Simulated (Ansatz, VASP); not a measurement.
**Two plane-wave programs on Ca**

The input INCAR:

```
ALGO     = Normal         # electronic algorithm
EDIFF    = 1E-7           # SCF threshold, eV
ENCUT    = 520            # plane-wave cutoff, eV
GGA      = PS             # functional
ISIF     = 2              # what is computed and relaxed
ISMEAR   = -1             # smearing method
LASPH    = T              # aspherical terms in the spheres
LCHARG   = F              # write CHGCAR
LREAL    = F              # projectors in reciprocal space
LWAVE    = F              # write WAVECAR
NBANDS   = 22             # bands
NELM     = 60             # most SCF steps
PREC     = Accurate       # precision mode
SIGMA    = 0.1            # smearing width, eV
```

The input KPOINTS:

```
k-points
0
Gamma
  11 11 4
```

Contents of POSCAR:

```
Ca
1.0
    0.0000000000      2.7279895927     -2.7279895927
   -2.7279895927      0.0000000000      2.7279895927
    5.4559791854      5.4559791854      5.4559791854
Ca
3
Direct
    0.0000000000      0.0000000000      0.0000000000
    0.3333333330      0.6666666670      0.3333333330
    0.6666666670      0.3333333330      0.6666666670
```

Input for Ansatz:

```yaml
crystal:
  lattice:
    - [0.0, 2.7279895927, -2.7279895927]
    - [-2.7279895927, 0.0, 2.7279895927]
    - [5.4559791854, 5.4559791854, 5.4559791854]
  atoms:
    - { symbol: Ca, position: [0.0, 0.0, 0.0] }
    - { symbol: Ca, position: [0.333333333, 0.666666667, 0.333333333] }
    - { symbol: Ca, position: [0.666666667, 0.333333333, 0.666666667] }
kpoints:
  mp_grid: { grid: [11, 11, 4] }
scf:
  occupations: { method: fermi_dirac, width: 0.1 }
hamiltonian:
  xc: pbesol
  pseudopotentials: { kind: paw }
output:
  forces: true
  stress: true
  eigenvalues: true
```

Alike in both runs: task single point; functional PBEsol; k mesh 11 × 11 × 4; occupations fermi-dirac, width 0.1 eV; no spin polarisation.

|  | VASP | Ansatz |
| --- | --- | --- |
| version | VASP 6.6.1 | Ansatz 0.2.0 |
| potentials or method | VASP PAW PBE potentials, release 64 (Ca_sv) | PAW with Ansatz's default frozen-core files, scalar-relativistic |
| plane-wave cutoff (eV) | 520 | 420 |
| valence electrons in the cell | 30 | 30 |

```tsv
	VASP	Ansatz	Ansatz less VASP
pressure (GPa)	0.0	0.0	-0.01
```

VASP's potentials were made for PBE, not for PBEsol. The functional is the same, so the differences come from potentials, cutoffs and numerics.
